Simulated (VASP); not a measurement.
# Ge: single point with r2SCAN

Ge:

```
Ge
1.0
     2.72393    2.72393    0.00000
    -2.72393    2.72393    0.00000
     0.00000    0.00000    5.81105
Ge
4
Direct
  0.50000 0.50000 0.50000
  0.50000 0.00000 0.25000
  0.00000 0.00000 0.00000
  0.00000 0.50000 0.75000
```

This cell differs from its parent crystal: biaxial strain in the a-b plane: -4.0 %.

```
Program                : VASP 6.6.1
Task                   : single point
Functional             : r2SCAN
Potentials or basis    : VASP PAW PBE potentials, release 64 (Ge_d)
Cutoff                 : 520 eV
k mesh                 : 10 × 10 × 6
Occupations            : gaussian, width 0.02 eV
Spin                   : no spin polarisation
Dipole correction      : no
Further INCAR settings : ALGO = Normal; EDIFF = 1e-06; NBANDS = 36
```

The pressure is 4.7 GPa and the band gap on the k mesh is 0.29 eV.

Stress tensor (GPa, compression positive):
```
6.78 0.00 0.00
0.00 6.78 0.00
0.00 0.00 0.65
```

Levels at points of the mesh, in eV from the valence-band top:
| k point | band 25 | band 26 | band 27 | band 28 | band 29 | band 30 | band 31 | band 32 |
| --- | --- | --- | --- | --- | --- | --- | --- | --- |
| (0.00, 0.00, 0.00) | -3.26 | -0.59 | 0.00 | 0.00 | 0.64 | 1.12 | 1.12 | 2.44 |
| (0.50, 0.00, 0.00) | -4.66 | -4.66 | -1.51 | -1.51 | 2.55 | 2.55 | 4.99 | 4.99 |
| (0.50, 0.50, 0.00) | -3.75 | -3.75 | -3.75 | -3.75 | 0.53 | 0.53 | 0.53 | 0.53 |
| (0.00, 0.00, 0.50) | -2.19 | -2.19 | -2.19 | -2.19 | 1.41 | 1.41 | 2.99 | 2.99 |
| (0.50, 0.00, 0.50) | -2.09 | -2.09 | -1.42 | -1.42 | 0.31 | 0.31 | 3.73 | 3.73 |
| (0.50, 0.50, 0.50) | -4.49 | -4.49 | -4.49 | -4.49 | 4.07 | 4.07 | 4.07 | 4.07 |

Wall time 24 min on 1 thread of AMD EPYC 7R43 64-Core Processor (Zen 3), with other jobs on the host, peak memory 0.28 GiB.

Caveat: the cell differs from its parent crystal (biaxial strain in the a-b plane: -4.0 %); the stress differs along the axes, from 1 to 7 GPa; semilocal functionals underestimate gaps, and a narrow one can read as zero; the PAW data sets were made with another functional, which shifts forces and pressure a little. A k mesh can miss the band edges.
